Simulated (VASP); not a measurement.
# Sb in VASP: a series of runs

The runs below take Sb through single point, with PBEsol.

Everything below comes from runs of VASP 6.6.1. Logs are shortened: lines on timing, memory, paths and dates and some standing lists are left out, and cuts for length are marked.

## Step 1: The cell of the first run

Symmetry: Pm-3m, No. 221, cubic system. Conventional cell: a = 3.144 Å, b = 3.144 Å, c = 3.144 Å, α = 90.00°, β = 90.00°, γ = 90.00°. Sb (site symmetry m-3m) has 6 Sb at 3.14 Å within 4.1 Å.

## Step 2: Single point, PBEsol

INCAR

```
SYSTEM = Sb
  PREC = Accurate
  ENCUT = 520
  EDIFF = 1E-6
  ISMEAR = -1
  SIGMA = 0.15
  LREAL = .False.
  LASPH = .True.
  NELM = 80
  ALGO = Normal
  ISIF = 2
  LWAVE = .False.
  LCHARG = .False.
  GGA = PS
  NBANDS = 8
```

KPOINTS

```
Automatic mesh
0
Gamma
  21 21 21
  0 0 0
```

POSCAR

```
Sb
1.0
    3.1438166807      0.0000000000      0.0000000000
    0.0000000000      3.1438166807      0.0000000000
    0.0000000000      0.0000000000      3.1438166807
Sb
1
Direct
    0.0000000000      0.0000000000      0.0000000000
```

Potentials or basis: VASP PAW PBE potentials, release 64 (Sb).

Started as:

```sh
$ cat potpaw_PBE.64/Sb/POTCAR > POTCAR
$ mpirun -np 1 vasp_std > vasp.out
```

OUTCAR:

```text
SYSTEM = Sb
   PREC = Accurate
   ENCUT = 520
   EDIFF = 1E-6
   ISMEAR = -1
   LREAL = .False.
   LASPH = .True.
   NELM = 80
   ISIF = 2
   GGA = PS

 ion  position               nearest neighbor table
   1  0.000  0.000  0.000-

  LATTYP: Found a simple cubic cell.
 ALAT       =     3.1438166807

  Lattice vectors:

 A1 = (   3.1438166807,   0.0000000000,   0.0000000000)
 A2 = (   0.0000000000,   3.1438166807,   0.0000000000)
 A3 = (   0.0000000000,   0.0000000000,   3.1438166807)

Analysis of symmetry for initial positions (statically):
=====================================================================
 Subroutine PRICEL returns:
 Original cell was already a primitive cell.

 Routine SETGRP: Setting up the symmetry group for a
 simple cubic supercell.

 Subroutine GETGRP returns: Found 48 space group operations
 (whereof 48 operations were pure point group operations)
 out of a pool of 48 trial point group operations.

The static configuration has the point symmetry O_h .

Analysis of symmetry for dynamics (positions and initial velocities):
=====================================================================
 Subroutine PRICEL returns:
 Original cell was already a primitive cell.

 Routine SETGRP: Setting up the symmetry group for a
 simple cubic supercell.

 Subroutine GETGRP returns: Found 48 space group operations
 (whereof 48 operations were pure point group operations)
 out of a pool of 48 trial point group operations.

The dynamic configuration has the point symmetry O_h .

 Subroutine INISYM returns: Found 48 space group operations
 (whereof 48 operations are pure point group operations),
 and found     1 'primitive' translations

----------------------------------------------------------------------------------------

                                     Primitive cell

  volume of cell :      31.0722

  direct lattice vectors                    reciprocal lattice vectors
     3.143816681  0.000000000  0.000000000     0.318084705  0.000000000  0.000000000
     0.000000000  3.143816681  0.000000000     0.000000000  0.318084705  0.000000000
     0.000000000  0.000000000  3.143816681     0.000000000  0.000000000  0.318084705

  length of vectors
     3.143816681  3.143816681  3.143816681     0.318084705  0.318084705  0.318084705

  position of ions in fractional coordinates (direct lattice)
     0.000000000  0.000000000  0.000000000

  ion indices of the primitive-cell ions
   primitive index   ion index
                 1           1

[... 61 lines left out ...]
 SYSTEM =  Sb
   PREC   = accura    normal or accurate (medium, high low for compatibility)
   ISTART =      0    job   : 0-new  1-cont  2-samecut
   ICHARG =      2    charge: 1-file 2-atom 10-const
   ISPIN  =      1    spin polarized calculation?
   LNONCOLLINEAR =      F non collinear calculations
   LSORBIT =      F    spin-orbit coupling
   LASPH  =      T    aspherical Exc in radial PAW
   ENCUT  =  520.0 eV  38.22 Ry    6.18 a.u.   5.85  5.85  5.85*2*pi/ulx,y,z
   NELM   =     80;   NELMIN=  2; NELMDL= -5     # of ELM steps
   EDIFF  = 0.1E-05   stopping-criterion for ELM
   LREAL  =      F    real-space projection
[... 7 lines left out ...]
   TEBEG  =    0.0;   TEEND  =   0.0 temperature during run
   PSTRESS=    0.0 pullay stress
   NELECT =       5.0000    total number of electrons
   NUPDOWN=      -1.0000    fix difference up-down
   EMIN   =  10.00;   EMAX   =-10.00  energy-range for DOS
   EFERMI =   0.00;   METHOD = LEGACY
   ISMEAR =    -1;   SIGMA  =   0.15  broadening in eV -4-tet -1-fermi 0-gaus
   EFERMI_NEDOS =   21; number of points for ismear=-14 and -15
   IALGO  =     38    algorithm
   IMIX   =      4    mixing-type and parameters
     AMIX     =   0.40;   BMIX     =  1.00
     AMIX_MAG =   1.60;   BMIX_MAG =  1.00
  volume/ion in A,a.u.               =      31.07       209.69
  Fermi-wavevector in a.u.,A,eV,Ry     =   0.890446  1.682699 10.787980  0.792894
  Thomas-Fermi vector in A             =   2.012138
   LORBIT       =      0    0 simple, 1 ext, 2 COOP (PROOUT), +10 PAW based schemes
   GGA     = PS    functional components
   LHFCALC =     F    Hartree Fock is set to
   AEXX    =    0.0000 exact exchange contribution
   IVDW    =     0    specifies the selected vdW correction
   LEPSILON=     F    determine dielectric tensor
   LRPA    =     F    only Hartree local field effects (RPA)
 non-spin polarized calculation
  energy-cutoff  :      520.00
  volume of cell :       31.07
 maximum number of plane-waves:       861
 NGX is ok and might be reduce to    24
   NGX = 11   NGY = 11   NGZ = 11

 number of electron       5.0000000 magnetization

 Free energy of the ion-electron system (eV)
  ---------------------------------------------------
  ext. energy  EPLUGINS =         0.00000000
  ---------------------------------------------------
  free energy    TOTEN  =        -4.52180138 eV

  energy without entropy =       -4.48243266  energy(sigma->0) =       -4.50211702

 E-fermi :   6.4653     XC(G=0):  -9.5829

 val. band max:        6.4192966878   @ k =   0.4286   0.2857   0.2857
 cond. band min:       6.4663165525   @ k =   0.4286   0.3333   0.3333
 fundamental gap:      0.0470198647
 Fermi energy:         6.4653181751

 k-point     1 :       0.0000    0.0000    0.0000
  band No.  band energies     occupation
      1      -5.6094      2.00000
      2       9.6415      0.00000
      3       9.6415      0.00000
      4       9.6415      0.00000
      5      13.3932      0.00000
      6      13.3932      0.00000
      7      14.3725      0.00000
      8      23.9800      0.00000
[... 243 lines left out ...]
 k-point    24 :       0.1905    0.0952    0.0000
  band No.  band energies     occupation
      1      -4.9877      2.00000
      2       6.0742      1.86271
      3       8.7016      0.00000
      4      10.2364      0.00000
      5      14.1792      0.00000
      6      15.7064      0.00000
      7      18.0698      0.00000
      8      19.7441      0.00000

 [... further k-points ...]
[... 5 lines left out ...]
  --------------------------------------------------------------------------------------
  -------------------------------------------------------------------------------------
  Total       -0.7882994     -0.7882994     -0.7882994     -0.0000000     -0.0000000      0.0000000
  in kB      -40.6471559    -40.6471559    -40.6471559     -0.0000000     -0.0000000      0.0000000
  external PRESSURE =     -40.6471559 kB  Pullay stress =       0.0000000 kB

 VOLUME and BASIS-vectors are now :
 -----------------------------------------------------------------------------
  energy-cutoff  :      520.00
  volume of cell :       31.07
      direct lattice vectors                 reciprocal lattice vectors
     3.143816681  0.000000000  0.000000000     0.318084705  0.000000000  0.000000000
     0.000000000  3.143816681  0.000000000     0.000000000  0.318084705  0.000000000
     0.000000000  0.000000000  3.143816681     0.000000000  0.000000000  0.318084705

 POSITION                                       TOTAL-FORCE (eV/Angst)
 -----------------------------------------------------------------------------------
      0.00000      0.00000      0.00000         0.000000      0.000000      0.000000
 -----------------------------------------------------------------------------------
    total drift:                                0.000000      0.000000      0.000000

  FREE ENERGIE OF THE ION-ELECTRON SYSTEM (eV)
  ---------------------------------------------------
  free  energy   TOTEN  =        -4.5218013823 eV

  energy  without entropy=       -4.4824326627  energy(sigma->0) =       -4.50211702
```

stdout:

```text
POSCAR found type information on POSCAR Sb
 POSCAR found :  1 types and       1 ions
 scaLAPACK will be used
 -----------------------------------------------------------------------------
|                                                                             |
|                                                                             |
|     You enforced a specific xc type in the INCAR file but a different       |
|     I HOPE YOU KNOW WHAT YOU ARE DOING!                                     |
|                                                                             |
 -----------------------------------------------------------------------------

 LDA part: xc-table for (Slater+PW92), standard interpolation
 POSCAR, INCAR and KPOINTS ok, starting setup
 FFT: planning ... GRIDC
 FFT: planning ... GRID_SOFT
 FFT: planning ... GRID
 WAVECAR not read
 entering main loop
```

Wall time 41 s (1 thread of Intel Xeon 8259CL, shared host); peak memory 0.19 GiB.

Results:

| Item | Value |
| --- | --- |
| Free energy | -4.5218 eV |
| Pressure | -4.1 GPa |

Caveat: the PAW data sets were made with another functional, which shifts forces and pressure a little; spin-orbit coupling is left out, which moves the levels of the heavy elements.

## Step 3: Single point, PBEsol

This run uses another cell than the first one, of 29.31 Å³/atom, 0.943 times its volume.

INCAR

```
SYSTEM = Sb
PREC = Accurate
ENCUT = 520
EDIFF = 1E-6
ISMEAR = -1
SIGMA = 0.15
LREAL = .False.
LASPH = .True.
NELM = 80
ALGO = Normal
ISIF = 2
LWAVE = .False.
LCHARG = .True.
GGA = PS
LELF = .True.
LVHAR = .True.
NBANDS = 8
```

KPOINTS

```
regular mesh
0
Gamma
  21 21 21
  0 0 0
```

POSCAR

```
Sb
1.0
    3.0529650996      0.0000000000      0.0000000000
    0.0000000000      3.0529650996      0.0000000000
    0.0000000000      0.0000000000      3.1450104822
Sb
1
Direct
    0.0000000000      0.0000000000      0.0000000000
```

Potentials or basis: VASP PAW PBE potentials, release 64 (Sb).

Started as:

```sh
$ cat potpaw_PBE.64/Sb/POTCAR > POTCAR
$ mpirun -np 1 vasp_std > vasp.out
```

Run time: 99 s. Hardware: 1 thread of Intel Xeon 8259CL, shared host; peak memory 0.28 GiB.

It converged, with:

```yaml
Free_energy: -4.5442 eV
Pressure: -1.0 GPa
```

Stress tensor (GPa, compression positive):
```
 0.26  0.00  0.00
 0.00  0.26  0.00
 0.00  0.00 -3.58
```

Levels at points of the mesh, in eV from the Fermi level:
```tsv
k point	band 1	band 2	band 3	band 4	band 5
(0.00, 0.00, 0.00)	-12.53	2.76	3.60	3.60	6.68
```

Caveat: the PAW data sets were made with another functional, which shifts forces and pressure a little; spin-orbit coupling is left out, which moves the levels of the heavy elements.
